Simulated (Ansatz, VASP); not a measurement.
One calculation of Ag, two programs

Contents of INCAR:

```
  PREC = Accurate
  ENCUT = 520
  EDIFF = 1E-8
  ISMEAR = -1
  SIGMA = 0.08
  LREAL = False
  LASPH = True
  NELM = 80
  ALGO = Normal
  ISIF = 2
  LWAVE = False
  LCHARG = False
  GGA = PE
  LEFG = True
  NBANDS = 30
```

The input KPOINTS:

```
regular mesh
0
Gamma
  14 14 4
```

The input POSCAR:

```
Ag
1.0
    2.9428054153      0.0000000000      0.0000000000
   -1.4714027076      2.5485442481      0.0000000000
    0.0000000000      0.0000000000     10.1961282242
Ag
4
Direct
    0.3333333333      0.6666666667      0.2500000000
    0.6666666667      0.3333333333      0.7500000000
    0.0000000000      0.0000000000      0.0000000000
    0.0000000000      0.0000000000      0.5000000000
```

Input for Ansatz:

```yaml
crystal:
  lattice:
    - [2.9428054153, 0.0, 0.0]
    - [-1.4714027076, 2.5485442481, 0.0]
    - [0.0, 0.0, 10.1961282242]
  atoms:
    - { symbol: Ag, position: [0.3333333333, 0.6666666667, 0.25] }
    - { symbol: Ag, position: [0.6666666667, 0.3333333333, 0.75] }
    - { symbol: Ag, position: [0.0, 0.0, 0.0] }
    - { symbol: Ag, position: [0.0, 0.0, 0.5] }
kpoints:
  mp_grid: { grid: [14, 14, 4] }
scf:
  occupations: { method: fermi_dirac, width: 0.08 }
hamiltonian:
  xc: pbe
  pseudopotentials: { kind: all_electron, datasets: crystal }
output:
  forces: true
  stress: true
  eigenvalues: true
  efg: { contact_densities: true }
```

Change from the starting cell: volume scaled by 1.06, crystal datasets.

Alike in both runs: task electric field gradients; functional PBE; k mesh 14 × 14 × 4; occupations fermi-dirac, width 0.08 eV; no spin polarisation.

|  | VASP | Ansatz |
| --- | --- | --- |
| version | VASP 6.6.1 | Ansatz 0.2.0 |
| potentials or method | VASP PAW PBE potentials, release 64 (Ag), cutoff 520 eV | all-electron PAW with datasets made for the crystal, scalar-relativistic |

|  | VASP | Ansatz | Ansatz less VASP |
| --- | --- | --- | --- |
| pressure (GPa) | -4.7 | -4.7 | +0.06 |
| traceless stress, the component that is largest in VASP (GPa) | -2.39 | -2.41 | -0.011 |
| size of Vzz on the site where it differs most (V/Å²) | 8.1 | 3.6 | -4.47 |

Ansatz ran all-electron here, and VASP with PAW potentials.
